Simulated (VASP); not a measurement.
Write the native input for VASP 6.6.1 that does the following.

```yaml
Task: single point
Functional: PBE
Potentials_or_basis: VASP PAW PBE potentials, release 64 (Hf_pv, C)
Cutoff: 520 eV
k_mesh: 10 × 10 × 6
Occupations: fermi-dirac, width 0.05 eV
Spin: no spin polarisation
Dipole_correction: no
Further_INCAR_settings: ALGO = Normal; EDIFF = 1e-06; NBANDS = 22
```

The structure of HfC (NiAs type) lies in POSCAR:

```
HfC
1.0
    3.1172720203      0.0000000000      0.0000000000
   -1.5586360102      2.6996367601      0.0000000000
    0.0000000000      0.0000000000      5.5710710971
Hf C
2 2
Direct
    0.0000000000      0.0000000000      0.0000000000
    0.0000000000      0.0000000000      0.5000000000
    0.3333333333      0.6666666667      0.2500000000
    0.6666666667      0.3333333333      0.7500000000
```

One way to write it, as run:

INCAR

```
SYSTEM = HfC
PREC = Accurate
ENCUT = 520
EDIFF = 1E-6
ISMEAR = -1
SIGMA = 0.05
LREAL = .FALSE.
LASPH = .TRUE.
NELM = 60
ALGO = Normal
ISIF = 2
LWAVE = .FALSE.
LCHARG = .FALSE.
GGA = PE
NBANDS = 22
```

KPOINTS

```
Automatic mesh
0
G
  10 10 6
  0 0 0
```

Potentials or basis: VASP PAW PBE potentials, release 64 (Hf_pv, C).

Command:

```console
$ cat potpaw_PBE.64/Hf_pv/POTCAR potpaw_PBE.64/C/POTCAR > POTCAR
$ mpirun -np 1 vasp_std > vasp.out
```

Results of the run:

* Pressure: 33.6 GPa
* Band gap on the k mesh: zero (bands 14 and 15 overlap by 1.75 eV)

Caveat: the cell stands under pressure; spin-orbit coupling is left out, which moves the levels of the heavy elements.

It took 39 s on 1 thread of Intel(R) Xeon(R) Platinum 8488C (Sapphire Rapids), on a shared host, peak memory 0.19 GiB.
